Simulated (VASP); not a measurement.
# GaN (CsCl type) (Pm-3m) in VASP: a series of runs

Runs on GaN (CsCl type). Level: PBE. Tasks: single point, relaxation of cell and atoms.

Everything below comes from runs of VASP 6.6.1. Logs are shortened: lines on timing, memory, paths and dates and some standing lists are left out, and cuts for length are marked.

## (1) The cell of the first run

The structure is cubic, space group Pm-3m (No. 221). Conventional cell: a = 2.570 Å, b = 2.570 Å, c = 2.570 Å, α = 90.00°, β = 90.00°, γ = 90.00°. Ga (site symmetry m-3m) has 8 N at 2.23 Å and 6 Ga at 2.57 Å within 2.9 Å. N (site symmetry m-3m) has 8 Ga at 2.23 Å and 6 N at 2.57 Å within 2.9 Å.

## (2) Single point, PBE

The input, INCAR:

```
SYSTEM = GaN
PREC     = Accurate       ! precision mode
ENCUT    = 520            ! plane-wave cutoff, eV
EDIFF    = 1E-7           ! SCF threshold, eV
ISMEAR   = -1             ! smearing method
SIGMA    = 0.08           ! smearing width, eV
LREAL    = .FALSE.        ! projectors in reciprocal space
LASPH    = .TRUE.         ! aspherical terms in the spheres
NELM     = 100            ! most SCF steps
ALGO     = Normal         ! electronic algorithm
ISIF     = 2              ! what is computed and relaxed
LWAVE    = .FALSE.        ! write WAVECAR
LCHARG   = .TRUE.         ! write CHGCAR
GGA      = PE             ! functional
LELF     = .TRUE.         ! ELF
LVHAR    = .TRUE.       
NBANDS   = 16             ! bands
```

The input, KPOINTS:

```
Automatic mesh
0
G
  15 15 15
  0 0 0
```

The input, POSCAR:

```
GaN
1.0
    2.5698769780      0.0000000000      0.0000000000
    0.0000000000      2.5698769780      0.0000000000
    0.0000000000      0.0000000000      2.5698769780
Ga N
1 1
Direct
    0.0000000000      0.0000000000      0.0000000000
    0.5000000000      0.5000000000      0.5000000000
```

Potentials or basis: VASP PAW PBE potentials, release 64 (Ga_d, N).

On the command line:

```sh
cat potpaw_PBE.64/Ga_d/POTCAR potpaw_PBE.64/N/POTCAR > POTCAR
mpirun -np 1 vasp_std > vasp.out
```

OUTCAR:

```text
SYSTEM = GaN
   PREC = Accurate
   ENCUT = 520
   EDIFF = 1E-7
   ISMEAR = -1
   LREAL = .FALSE.
   LASPH = .TRUE.
   NELM = 100
   ISIF = 2
   GGA = PE

 ion  position               nearest neighbor table
   1  0.000  0.000  0.000-   2 2.23   2 2.23   2 2.23   2 2.23   2 2.23   2 2.23   2 2.23   2 2.23

   2  0.500  0.500  0.500-   1 2.23   1 2.23   1 2.23   1 2.23   1 2.23   1 2.23   1 2.23   1 2.23

  LATTYP: Found a simple cubic cell.
 ALAT       =     2.5698769780

  Lattice vectors:

 A1 = (   2.5698769780,   0.0000000000,   0.0000000000)
 A2 = (   0.0000000000,   2.5698769780,   0.0000000000)
 A3 = (   0.0000000000,   0.0000000000,   2.5698769780)

Analysis of symmetry for initial positions (statically):
=====================================================================
 Subroutine PRICEL returns:
 Original cell was already a primitive cell.

 Routine SETGRP: Setting up the symmetry group for a
 simple cubic supercell.

 Subroutine GETGRP returns: Found 48 space group operations
 (whereof 48 operations were pure point group operations)
 out of a pool of 48 trial point group operations.

The static configuration has the point symmetry O_h .

Analysis of symmetry for dynamics (positions and initial velocities):
=====================================================================
 Subroutine PRICEL returns:
 Original cell was already a primitive cell.

 Routine SETGRP: Setting up the symmetry group for a
 simple cubic supercell.

 Subroutine GETGRP returns: Found 48 space group operations
 (whereof 48 operations were pure point group operations)
 out of a pool of 48 trial point group operations.

The dynamic configuration has the point symmetry O_h .

 Subroutine INISYM returns: Found 48 space group operations
 (whereof 48 operations are pure point group operations),
 and found     1 'primitive' translations

----------------------------------------------------------------------------------------

                                     Primitive cell

  volume of cell :      16.9722

  direct lattice vectors                    reciprocal lattice vectors
     2.569876978  0.000000000  0.000000000     0.389123685  0.000000000  0.000000000
     0.000000000  2.569876978  0.000000000     0.000000000  0.389123685  0.000000000
     0.000000000  0.000000000  2.569876978     0.000000000  0.000000000  0.389123685

  length of vectors
     2.569876978  2.569876978  2.569876978     0.389123685  0.389123685  0.389123685

  position of ions in fractional coordinates (direct lattice)
     0.000000000  0.000000000  0.000000000
     0.500000000  0.500000000  0.500000000

  ion indices of the primitive-cell ions
   primitive index   ion index
                 1           1
                 2           2

----------------------------------------------------------------------------------------

 KPOINTS: Automatic mesh

Automatic generation of k-mesh.
 Grid dimensions read from file:
 generate k-points for:   15   15   15

 Generating k-lattice:

  Cartesian coordinates                     Fractional coordinates (reciprocal lattice)
     0.025941579  0.000000000  0.000000000     0.066666667  0.000000000  0.000000000
     0.000000000  0.025941579  0.000000000     0.000000000  0.066666667  0.000000000
     0.000000000  0.000000000  0.025941579     0.000000000  0.000000000  0.066666667

  Length of vectors
     0.025941579  0.025941579  0.025941579

  Shift w.r.t. Gamma in fractional coordinates (k-lattice)
     0.000000000  0.000000000  0.000000000

 Subroutine IBZKPT returns following result:
 ===========================================

 Found    120 irreducible k-points:

 Following reciprocal coordinates:
            Coordinates               Weight
  0.000000  0.000000  0.000000      1.000000
  0.066667  0.000000  0.000000      6.000000
  0.133333  0.000000  0.000000      6.000000
  0.200000  0.000000  0.000000      6.000000
  0.266667  0.000000  0.000000      6.000000
  0.333333  0.000000  0.000000      6.000000
[... 16 lines left out ...]
  0.266667  0.200000  0.000000     24.000000
  0.333333  0.200000  0.000000     24.000000
 [... further k-points ...]
   k-points           NKPTS =    120   k-points in BZ     NKDIM =    120   number of bands    NBANDS=     16
   number of dos      NEDOS =    301   number of ions     NIONS =      2
   total plane-waves  NPLWV =   8000
   dimension x,y,z NGX =    20 NGY =   20 NGZ =   20
   dimension x,y,z NGXF=    40 NGYF=   40 NGZF=   40
   ions per type =               1   1
   NGX,Y,Z   is equivalent  to a cutoff of  12.94, 12.94, 12.94 a.u.
   NGXF,Y,Z  is equivalent  to a cutoff of  25.88, 25.88, 25.88 a.u.
 SYSTEM =  GaN
   PREC   = accura    normal or accurate (medium, high low for compatibility)
   ISTART =      0    job   : 0-new  1-cont  2-samecut
   ICHARG =      2    charge: 1-file 2-atom 10-const
   ISPIN  =      1    spin polarized calculation?
   LNONCOLLINEAR =      F non collinear calculations
   LSORBIT =      F    spin-orbit coupling
   LASPH  =      T    aspherical Exc in radial PAW
   ENCUT  =  520.0 eV  38.22 Ry    6.18 a.u.   4.78  4.78  4.78*2*pi/ulx,y,z
   NELM   =    100;   NELMIN=  2; NELMDL= -5     # of ELM steps
   EDIFF  = 0.1E-06   stopping-criterion for ELM
   LREAL  =      F    real-space projection
   EDIFFG = 0.1E-05   stopping-criterion for IOM
   NSW    =      0    number of steps for IOM
   IBRION =     -1    ionic relax: 0-MD 1-quasi-New 2-CG
   NFREE  =      0    steps in history (QN), initial steepest desc. (CG)
   ISIF   =      2    stress and relaxation
   ISYM   =      2    0-nonsym 1-usesym 2-fastsym
   POTIM  = 0.5000    time-step for ionic-motion
   TEBEG  =    0.0;   TEEND  =   0.0 temperature during run
   PSTRESS=    0.0 pullay stress
   NELECT =      18.0000    total number of electrons
   NUPDOWN=      -1.0000    fix difference up-down
   EMIN   =  10.00;   EMAX   =-10.00  energy-range for DOS
   EFERMI =   0.00;   METHOD = LEGACY
   ISMEAR =    -1;   SIGMA  =   0.08  broadening in eV -4-tet -1-fermi 0-gaus
   EFERMI_NEDOS =   21; number of points for ismear=-14 and -15
   IALGO  =     38    algorithm
   IMIX   =      4    mixing-type and parameters
     AMIX     =   0.40;   BMIX     =  1.00
     AMIX_MAG =   1.60;   BMIX_MAG =  1.00
  volume/ion in A,a.u.               =       8.49        57.27
  Fermi-wavevector in a.u.,A,eV,Ry     =   1.669501  3.154899 37.922612  2.787233
  Thomas-Fermi vector in A             =   2.755163
   LORBIT       =      0    0 simple, 1 ext, 2 COOP (PROOUT), +10 PAW based schemes
   GGA     = PE    functional components
   LHFCALC =     F    Hartree Fock is set to
   AEXX    =    0.0000 exact exchange contribution
   IVDW    =     0    specifies the selected vdW correction
   LEPSILON=     F    determine dielectric tensor
   LRPA    =     F    only Hartree local field effects (RPA)
 non-spin polarized calculation
  energy-cutoff  :      520.00
  volume of cell :       16.97
 maximum number of plane-waves:       466
 NGX is ok and might be reduce to    20
   NGX =  9   NGY =  9   NGZ =  9

 number of electron      18.0000000 magnetization

 Free energy of the ion-electron system (eV)
  ---------------------------------------------------
  ext. energy  EPLUGINS =         0.00000000
  ---------------------------------------------------
  free energy    TOTEN  =        -8.49821689 eV

  energy without entropy =       -8.47799204  energy(sigma->0) =       -8.48810446

 E-fermi :  10.3846     XC(G=0): -13.8548

 val. band max:       10.3521685870   @ k =   0.3333   0.2667   0.0000
 cond. band min:      10.4140041378   @ k =   0.4667   0.0000   0.0000
 fundamental gap:      0.0618355508
 Fermi energy:        10.3846408174

 k-point     1 :       0.0000    0.0000    0.0000
  band No.  band energies     occupation
      1      -8.8314      2.00000
      2      -5.5117      2.00000
      3      -5.5117      2.00000
      4      -4.7074      2.00000
      5      -4.7074      2.00000
      6      -4.7074      2.00000
[... 8 lines left out ...]
     15      26.4961      0.00000
     16      40.2133      0.00000

 k-point     2 :       0.0667    0.0000    0.0000
  band No.  band energies     occupation
      1      -8.7481      2.00000
      2      -5.5082      2.00000
      3      -5.4923      2.00000
      4      -4.7209      2.00000
      5      -4.7209      2.00000
      6      -4.7064      2.00000
[... 8 lines left out ...]
     15      26.6328      0.00000
     16      38.3281      0.00000

 k-point     3 :       0.1333    0.0000    0.0000
  band No.  band energies     occupation
      1      -8.5011      2.00000
      2      -5.4983      2.00000
      3      -5.4375      2.00000
      4      -4.7586      2.00000
      5      -4.7586      2.00000
      6      -4.7034      2.00000
[... 8 lines left out ...]
     15      27.2280      0.00000
     16      35.8745      0.00000

 k-point     4 :       0.2000    0.0000    0.0000
  band No.  band energies     occupation
      1      -8.1002      2.00000
      2      -5.4837      2.00000
      3      -5.3577      2.00000
      4      -4.8134      2.00000
      5      -4.8134      2.00000
      6      -4.6990      2.00000
[... 8 lines left out ...]
     15      28.5439      0.00000
     16      33.5713      0.00000
[... 324 lines left out ...]
 k-point    22 :       0.2000    0.2000    0.0000
  band No.  band energies     occupation
      1      -7.4678      2.00000
      2      -5.4057      2.00000
      3      -5.2389      2.00000
      4      -4.8263      2.00000
      5      -4.8146      2.00000
      6      -4.7766      2.00000
[... 8 lines left out ...]
     15      30.7886      0.00000
     16      32.3159      0.00000

 k-point    23 :       0.2667    0.2000    0.0000
  band No.  band energies     occupation
      1      -7.0469      2.00000
      2      -5.3853      2.00000
      3      -5.1507      2.00000
      4      -4.8576      2.00000
      5      -4.7796      2.00000
      6      -4.7661      2.00000
[... 8 lines left out ...]
     15      31.6968      0.00000
     16      32.4538      0.00000

 k-point    24 :       0.3333    0.2000    0.0000
  band No.  band energies     occupation
      1      -6.6255      2.00000
      2      -5.3688      2.00000
      3      -5.0831      2.00000
      4      -4.9079      2.00000
      5      -4.7727      2.00000
      6      -4.5883      2.00000
[... 8 lines left out ...]
     15      31.4796      0.00000
     16      33.3987      0.00000

 [... further k-points ...]
[... 5 lines left out ...]
  --------------------------------------------------------------------------------------
  -------------------------------------------------------------------------------------
  Total        4.8925503      4.8925503      4.8925503     -0.0000000     -0.0000000      0.0000000
  in kB      461.8584375    461.8584375    461.8584375     -0.0000000     -0.0000000      0.0000000
  external PRESSURE =     461.8584375 kB  Pullay stress =       0.0000000 kB

 VOLUME and BASIS-vectors are now :
 -----------------------------------------------------------------------------
  energy-cutoff  :      520.00
  volume of cell :       16.97
      direct lattice vectors                 reciprocal lattice vectors
     2.569876978  0.000000000  0.000000000     0.389123685  0.000000000  0.000000000
     0.000000000  2.569876978  0.000000000     0.000000000  0.389123685  0.000000000
     0.000000000  0.000000000  2.569876978     0.000000000  0.000000000  0.389123685

 POSITION                                       TOTAL-FORCE (eV/Angst)
 -----------------------------------------------------------------------------------
      0.00000      0.00000      0.00000         0.000000      0.000000      0.000000
      1.28494      1.28494      1.28494         0.000000      0.000000      0.000000
 -----------------------------------------------------------------------------------
    total drift:                                0.000000      0.000000      0.000000

  FREE ENERGIE OF THE ION-ELECTRON SYSTEM (eV)
  ---------------------------------------------------
  free  energy   TOTEN  =        -8.4982168931 eV

  energy  without entropy=       -8.4779920361  energy(sigma->0) =       -8.48810446
```

Wall time 15 s (1 thread of Intel Xeon 6975P-C (Granite Rapids), shared host); peak memory 0.14 GiB.

Results:

| Quantity | Value |
| --- | --- |
| Free energy | -8.4982 eV |
| Pressure | 46.2 GPa |
| Band gap on the k mesh | zero (band 9 reaches 10.65 eV, above the bottom of band 10 at 9.18 eV) |

## (3) Single point, PBE

The input, INCAR:

```
PREC = Accurate
ENCUT = 520
EDIFF = 1E-6
ISMEAR = -1
SIGMA = 0.08
LREAL = F
LASPH = T
NELM = 80
ALGO = Normal
ISIF = 2
LWAVE = F
LCHARG = F
GGA = PE
NBANDS = 16
```

The input, KPOINTS:

```
Automatic mesh
0
Gamma
  15 15 15
```

The input, POSCAR:

```
GaN
1.0
    2.5702791499      0.0000000000      0.0000000000
    0.0000000000      2.5702791499      0.0000000000
    0.0000000000      0.0000000000      2.5702791499
Ga N
1 1
Direct
    0.0000000000      0.0000000000      0.0000000000
    0.5000000000      0.5000000000      0.5000000000
```

Potentials or basis: VASP PAW PBE potentials, release 64 (Ga_d, N).

On the command line:

```sh
cat potpaw_PBE.64/Ga_d/POTCAR potpaw_PBE.64/N/POTCAR > POTCAR
mpirun -np 1 vasp_std > vasp.out
```

It took 12 s on 1 thread of Intel Xeon 6975P-C (Granite Rapids), shared host; peak memory 0.15 GiB.

The run converged. Its results:

```
Free energy            : -8.5005 eV
Pressure               : 46.0 GPa
Band gap on the k mesh : zero (band 9 reaches 10.64 eV, above the bottom of band 10 at 9.17 eV)
```

Levels at points of the mesh, in eV from the Fermi level:
| k point | band 7 | band 8 | band 9 | band 10 | band 11 | band 12 |
| --- | --- | --- | --- | --- | --- | --- |
| (0.00, 0.00, 0.00) | -1.74 | -1.74 | -1.74 | -0.27 | 10.30 | 10.30 |

## (4) Relaxation of cell and atoms, PBE, target pressure 45 GPa, at which the enthalpy is minimised

This run uses another cell than the first one, of 7.92 Å³/atom, 0.934 times its volume.

The input, INCAR:

```
SYSTEM = GaN
PREC     = Accurate       ! precision mode
ENCUT    = 600            ! plane-wave cutoff, eV
EDIFF    = 1E-6           ! SCF threshold, eV
ISMEAR   = -1             ! smearing method
SIGMA    = 0.08           ! smearing width, eV
LREAL    = .FALSE.        ! projectors in reciprocal space
LASPH    = .TRUE.         ! aspherical terms in the spheres
NELM     = 100            ! most SCF steps
ALGO     = Normal         ! electronic algorithm
ISIF     = 3              ! what is computed and relaxed
LWAVE    = .FALSE.        ! write WAVECAR
LCHARG   = .FALSE.        ! write CHGCAR
GGA      = PE             ! functional
IBRION   = 2              ! ionic algorithm
NSW      = 60             ! ionic steps
EDIFFG   = -0.005         ! ionic threshold
PSTRESS  = 450.0
```

The input, KPOINTS:

```
regular mesh
0
G
  15 15 15
  0 0 0
```

The input, POSCAR:

```
GaN
1.0
    2.5118000385      0.0000000000      0.0000000000
    0.0000000000      2.5118000385      0.0000000000
    0.0000000000      0.0000000000      2.5118000385
Ga N
1 1
Direct
    0.0000000000      0.0000000000      0.0000000000
    0.5000000000      0.5000000000      0.5000000000
```

On the command line:

```sh
cat potpaw_PBE.64/Ga_d/POTCAR potpaw_PBE.64/N/POTCAR > POTCAR
mpirun -np 1 vasp_std > vasp.out
```

Wall time 36 s (1 thread of Intel Xeon 6975P-C (Granite Rapids), shared host); peak memory 0.15 GiB.

The run converged. Its results:

```
Free energy                                            : -8.5124 eV
Relaxed volume                                         : 8.51 Å³/atom
Relaxed cell                                           : a = 2.572 Å, b = 2.572 Å, c = 2.572 Å, α = 90.00°, β = 90.00°, γ = 90.00°
Space group after relaxing (to 0.05 Å)                 : Pm-3m (No. 221)
Energy change on relaxing (the enthalpy is what falls) : -213.2 meV/atom
Ionic steps                                            : 5
Pressure after relaxing                                : 45.1 GPa
Band gap on the k mesh                                 : zero (band 9 reaches 10.60 eV, above the bottom of band 10 at 9.14 eV)
```

The path:
```csv
step,energy change (eV),largest force (eV/Å),pressure (GPa),volume (Å³)
1,0.0000,0.0000,72.76,15.85
2,-0.8010,0.0000,13.14,19.21
3,-0.4394,0.0000,44.01,17.07
4,-0.4265,0.0000,45.10,17.02
5,-0.4265,0.0000,45.08,17.02
```

Final structure:
```
Ga N
1.0
     2.57245    0.00000    0.00000
     0.00000    2.57245    0.00000
     0.00000    0.00000    2.57245
Ga N
1 1
Direct
  0.00000 0.00000 0.00000
  0.50000 0.50000 0.50000
```

Levels at points of the mesh, in eV from the Fermi level:
| k point | band 7 | band 8 | band 9 | band 10 | band 11 | band 12 |
| --- | --- | --- | --- | --- | --- | --- |
| (0.00, 0.00, 0.00) | -1.73 | -1.73 | -1.73 | -0.30 | 10.29 | 10.29 |

Caveat: the cell is relaxed towards a set pressure, so the enthalpy falls and the energy may rise.

(Part 1 of 2 ends here.)
